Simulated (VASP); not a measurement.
Set up this calculation in VASP 6.6.1, as the native input.

* Task: relaxation of cell and atoms
* Functional: PBEsol
* Potentials or basis: VASP PAW PBE potentials, release 64 (Mn_pv, S)
* Cutoff: 600 eV
* k mesh: 9 × 9 × 9
* Occupations: fermi-dirac, width 0.05 eV
* Spin: collinear spin, ferromagnetic start
* Starting moments: [4.0, 0.0] μB
* Hubbard terms: Mn d U = 2.0 eV
* Dipole correction: no
* Further INCAR settings: ALGO = Normal; EDIFF = 1e-06; IBRION = 2; EDIFFG = -0.01; NSW = 60; ISIF = 3

The structure of MnS lies in POSCAR:

```
MnS
1.0
    0.0000000000      2.4734634191      2.4734634191
    2.4734634191      0.0000000000      2.4734634191
    2.4734634191      2.4734634191      0.0000000000
Mn S
1 1
Direct
    0.0000000000      0.0000000000      0.0000000000
    0.7500000000      0.7500000000      0.7500000000
```

These files were run (other wordings do the same):

INCAR

```
SYSTEM = MnS
PREC = Accurate ; ENCUT = 600
EDIFF = 1E-6 ; ISMEAR = -1
SIGMA = 0.05 ; LREAL = .False.
LASPH = .True. ; NELM = 150
ALGO = Normal ; ISIF = 3
LWAVE = .False. ; LCHARG = .False.
ISPIN = 2 ; MAGMOM = 4 0
LORBIT = 11 ; LMAXMIX = 4
LDAU = .True. ; LDAUTYPE = 2
LDAUL = 2 -1 ; LDAUU = 2 0
LDAUJ = 0 0 ; LDAUPRINT = 1
GGA = PS ; IBRION = 2
NSW = 60 ; EDIFFG = -0.01
```

KPOINTS

```
regular mesh
0
Gamma
  9 9 9
  0 0 0
```

Potentials or basis: VASP PAW PBE potentials, release 64 (Mn_pv, S).

Run with:

```console
$ cat potpaw_PBE.64/Mn_pv/POTCAR potpaw_PBE.64/S/POTCAR > POTCAR
$ mpirun -np 1 vasp_std > vasp.out
```

It gave:

```
Relaxed volume                                        : 22.15 Å³/atom
Relaxed cell                                          : a = 3.972 Å, b = 3.972 Å, c = 3.972 Å, α = 60.00°, β = 60.00°, γ = 60.00°
Space group after relaxing (to 0.1 Å)                 : F-43m (No. 216)
Energy gained by relaxing                             : 621.5 meV/atom
Ionic steps                                           : 5
Pressure after relaxing                               : 0.0 GPa
Band gap on the k mesh                                : 0.52 eV (least direct gap 0.90 eV)
Net moment                                            : -5.00 μB per cell
Site moments                                          : Mn -4.48; S -0.06 μB
Valence electrons inside the program's atomic spheres : Mn 11.36; S 3.75
```

Caveat: the volume moved by over 15 % at a fixed basis, so the end points are rough; semilocal functionals underestimate gaps, and a narrow one can read as zero; the PAW data sets were made with another functional, which shifts forces and pressure a little; an odd mesh through Γ misses points on the zone boundary, where band edges can lie; a cell with one magnetic atom can't hold antiferromagnetic order, which such compounds often take.

Run time: 2 min on 1 thread of Oxide Virtual Turin-like Processor, with other jobs on the host, peak memory 0.16 GiB.
